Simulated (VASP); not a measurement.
Ta5O:

```
Ta O
1.0
     2.85450    0.00000    0.00000
     0.00000    2.85450    0.00000
     0.00000    0.00000   12.09156
Ta O
5 1
Direct
  0.50000 0.50000 0.33448
  0.50000 0.50000 0.66552
  0.00000 0.00000 0.17599
  0.00000 0.00000 0.82401
  0.00000 0.00000 0.50000
  0.50000 0.50000 0.00000
```

The cell was generated, and may not be a known phase.

| Quantity | Value |
| --- | --- |
| Program | VASP 6.6.1 |
| Task | relaxation of cell and atoms |
| Functional | PBE |
| Potentials or basis | VASP PAW PBE potentials, release 64 (Ta_pv, O) |
| Cutoff | 600 eV |
| k mesh | 6 × 6 × 2 |
| Occupations | gaussian, width 0.1 eV |
| Spin | no spin polarisation |

At the start: pressure 16.7 GPa; volume 16.42 Å³/atom.

Where does the relaxation end?

Over 22 steps the energy falls by 668.2 meV/atom and the volume is 16.13 Å³/atom (-1.8 %); space group P4/mmm (No. 123, to 0.1 Å) before and after.

The path:
| step | energy change (eV) | largest force (eV/Å) | pressure (GPa) | volume (Å³) |
| --- | --- | --- | --- | --- |
| 1 | 0.0000 | 5.0172 | 16.68 | 98.52 |
| 2 | 0.1426 | 0.6821 | -25.61 | 124.83 |
| 3 | -1.1549 | 2.4227 | -9.11 | 110.22 |
| 4 | -2.2141 | 1.3700 | -4.78 | 103.87 |
| 5 | -2.6121 | 1.2093 | 4.53 | 97.27 |
| 6 | -2.6771 | 0.8400 | -4.80 | 101.66 |
| 7 | -2.7331 | 0.7887 | -1.52 | 99.92 |
| 8 | -2.9236 | 0.6567 | -0.97 | 99.22 |
| 9 | -3.6606 | 0.6607 | 1.29 | 96.77 |
| 10 | -1.5113 | 2.8202 | 28.73 | 90.52 |
| 11 | -3.6093 | 1.3536 | 3.40 | 95.94 |
| 12 | -3.6196 | 1.2107 | 2.81 | 96.17 |
| 13 | -3.6746 | 1.3017 | 2.51 | 96.25 |
| 14 | -3.7015 | 1.3422 | 2.38 | 96.32 |
| 15 | -3.7459 | 1.2375 | 1.50 | 96.64 |
| 16 | -3.8490 | 0.9329 | -0.98 | 97.59 |
| 17 | -3.9319 | 0.3517 | -5.33 | 99.51 |
| 18 | -3.9942 | 0.1981 | -2.16 | 97.84 |
| 19 | -4.0082 | 0.0767 | 0.28 | 96.66 |
| 20 | -4.0082 | 0.0705 | 0.38 | 96.60 |
| 21 | -4.0087 | 0.0452 | 0.27 | 96.67 |
| 22 | -4.0091 | 0.0115 | 0.00 | 96.80 |

Final structure:
```xyz
6
Lattice="2.7821 0.0000 0.0000 0.0000 2.7821 0.0000 0.0000 0.0000 12.5059" Properties=species:S:1:pos:R:3 pbc="T T T"
Ta    1.3911    1.3911    3.8556
Ta    1.3911    1.3911    8.6504
Ta    2.7821    0.0000    1.5198
Ta    0.0000    2.7821   10.9862
Ta    2.7821    0.0000    6.2530
O     1.3911    1.3911    0.0000
```

Caveat: the k points lie up to 0.38 Å⁻¹ apart in the final cell, too coarse for converged energies and pressures of a metal.
